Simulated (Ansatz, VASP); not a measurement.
## Two plane-wave programs on BN

File INCAR:

```
SYSTEM = BN
  PREC = Accurate
  ENCUT = 520
  EDIFF = 1E-8
  ISMEAR = -1
  SIGMA = 0.02
  LREAL = .FALSE.
  LASPH = .TRUE.
  NELM = 80
  ALGO = Normal
  ISIF = 2
  LWAVE = .FALSE.
  LCHARG = .FALSE.
  GGA = PE
  LEFG = .TRUE.
  NBANDS = 16
```

KPOINTS

```
Automatic mesh
0
G
  12 12 7
  0 0 0
```

File POSCAR:

```
BN
1.0
    2.5360000000      0.0000000000      0.0000000000
   -1.2680000000      2.1962404240      0.0000000000
    0.0000000000      0.0000000000      4.1990000000
B N
2 2
Direct
    0.6666666667      0.3333333333      0.0002784272
    0.3333333333      0.6666666667      0.5002784272
    0.6666666667      0.3333333333      0.3747215728
    0.3333333333      0.6666666667      0.8747215728
```

Input for Ansatz:

```yaml
crystal:
  lattice:
    - [2.536, 0.0, 0.0]
    - [-1.268, 2.196240424, 0.0]
    - [0.0, 0.0, 4.199]
  atoms:
    - { symbol: B, position: [0.6666666667, 0.3333333333, 0.0002784272] }
    - { symbol: B, position: [0.3333333333, 0.6666666667, 0.5002784272] }
    - { symbol: "N", position: [0.6666666667, 0.3333333333, 0.3747215728] }
    - { symbol: "N", position: [0.3333333333, 0.6666666667, 0.8747215728] }
kpoints:
  mp_grid: { grid: [12, 12, 7] }
scf:
  occupations: { method: fermi_dirac, width: 0.02 }
  initial_density: { chi_scale: 0.1 }
hamiltonian:
  xc: pbe
  pseudopotentials: { kind: paw }
output:
  forces: true
  stress: true
  populations: true
  efg:
    quadrupole_moments_barn: { B: 0.04059, "N": 0.02044 }
    contact_densities: true
```

Alike in both runs: task electric field gradients; functional PBE; k mesh 12 × 12 × 7; occupations fermi-dirac, width 0.02 eV; no spin polarisation.

```csv
,VASP,Ansatz
version,VASP 6.6.1,Ansatz 0.2.0
potentials or method,"VASP PAW PBE potentials, release 64 (B, N)","plane-wave PAW, scalar-relativistic"
plane-wave cutoff (eV),520,420
valence electrons in the cell,16,16
```

|  | VASP | Ansatz | Ansatz less VASP |
| --- | --- | --- | --- |
| gap on the k mesh at the Fermi level (eV) | 5.16 | 5.18 | +0.018 |
| pressure (GPa) | 8.2 | 8.0 | -0.29 |
| traceless stress, the component that is largest in VASP (GPa) | -0.76 | -0.72 | +0.036 |
| size of Vzz on the site where it differs most (V/Å²) | 0.9 | 0.8 | -0.18 |
